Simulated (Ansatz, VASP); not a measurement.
Two plane-wave programs on TaN

File POSCAR:

```
TaN
1.0
    2.9380000000      0.0000000000      0.0000000000
   -1.4690000000      2.5443826363      0.0000000000
    0.0000000000      0.0000000000      2.8830000000
Ta N
1 1
Direct
    0.0000000000      0.0000000000      0.5000000000
    0.6666666667      0.3333333333      0.0000000000
```

File INCAR.step1:

```
SYSTEM = TaN
PREC = Accurate ; ENCUT = 600
ISMEAR = -1 ; SIGMA = 0.08
LREAL = .False. ; LASPH = .True.
NELM = 100 ; GGA = PE
ALGO = Normal ; EDIFF = 1E-4
LWAVE = .True. ; LCHARG = .False.
```

File INCAR.step2:

```
SYSTEM = TaN
PREC = Accurate ; ENCUT = 600
EDIFF = 1E-6 ; ISMEAR = -1
SIGMA = 0.08 ; LREAL = .False.
LASPH = .True. ; NELM = 100
ALGO = Normal ; ISIF = 3
LWAVE = .False. ; LCHARG = .False.
METAGGA = R2SCAN ; LMIXTAU = .True.
IBRION = 2 ; NSW = 100
EDIFFG = -0.002 ; ISTART = 1
```

Contents of KPOINTS:

```
regular mesh
0
Gamma
  12 12 12
  0 0 0
```

Input for Ansatz:

```yaml
crystal:
  lattice:
    - [2.93799999999, 0.0, 0.0]
    - [-1.469, 2.54438263631, 0.0]
    - [0.0, 0.0, 2.883]
  atoms:
    - { symbol: Ta, position: [0.0, 0.0, 0.5] }
    - { symbol: "N", position: [0.666666666667, 0.333333333333, 0.0] }
kpoints:
  mp_grid: { grid: [12, 12, 12] }
scf:
  occupations: { method: fermi_dirac, width: 0.08 }
hamiltonian:
  xc: r2scan
  pseudopotentials: { kind: paw }
relax:
  f_tol: 0.002
  max_steps: 80
  cell: {}
output:
  forces: true
  stress: true
  write_density: true
  write_potential: true
  elf: true
  volumetric_format: npy
```

Alike in both runs: task relaxation of cell and atoms; functional r2SCAN; k mesh 12 × 12 × 12; occupations fermi-dirac, width 0.08 eV; no spin polarisation.

```csv
,VASP,Ansatz
version,VASP 6.6.1,Ansatz 0.2.0
potentials or method,"VASP PAW PBE potentials, release 64 (Ta_pv, N)","PAW with Ansatz's default frozen-core files, scalar-relativistic"
plane-wave cutoff (eV),600,500
valence electrons in the cell,16,18
```

```csv
,VASP,Ansatz,Ansatz less VASP
relaxed volume (Å³/atom),10.82,10.77,-0.048
relaxed length of the cell vector where the two differ most in proportion (Å),2.889,2.885,-0.0044
```

VASP's potentials were made for PBE, not for r2SCAN. VASP's potentials hold 16 valence electrons a cell and Ansatz's 18, so a difference there can come from the potentials and not from the codes.

Spin-orbit coupling is off throughout.
